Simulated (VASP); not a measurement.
Runs of VASP 6.6.1 on HfC. The structure is that of space group Fm-3m (No. 225), or close to it. The cells are those of the table. 

```tsv
task	cell	cutoff (eV)	gap on the mesh (eV)	pressure (GPa)
single point	a = 3.256 Å, angles 60.0°, 2 atoms	520	none	7.0
relaxation of cell and atoms	relaxed from a = 3.288 Å, angles 60.0°, 2 atoms	600	none	0.0
single point	a = 3.322 Å, angles 60.0°, 2 atoms	520	none	-7.3
single point	a = 3.395 Å, angles 60.0°, 2 atoms	520	none	(a)
single point	a = 3.222 Å, angles 60.0°, 2 atoms	520	none	15.9
single point	a = 3.401 Å, angles 60.0°, 2 atoms	520	none	-20.0
single point	a = 3.371 Å, angles 60.0°, 2 atoms	520	none	(b)
single point	a = 3.289 Å, angles 60.0°, 2 atoms	520	none	-0.7
```

Alike in all rows: level PBE; potentials or basis VASP PAW PBE potentials, release 64 (Hf_pv, C); no spin polarisation; k mesh 16 × 16 × 16; smearing gaussian 0.1 eV.

Question: Estimate the missing entries.

Answer: (a) -19.3; (b) -15.7.

Caveats: spin-orbit coupling is left out, which moves the levels of the heavy elements.

A k mesh can miss the band edges, and the runs leave out spin-orbit coupling on Hf.

A gap of «none» marks levels without a gap at the run's occupations.
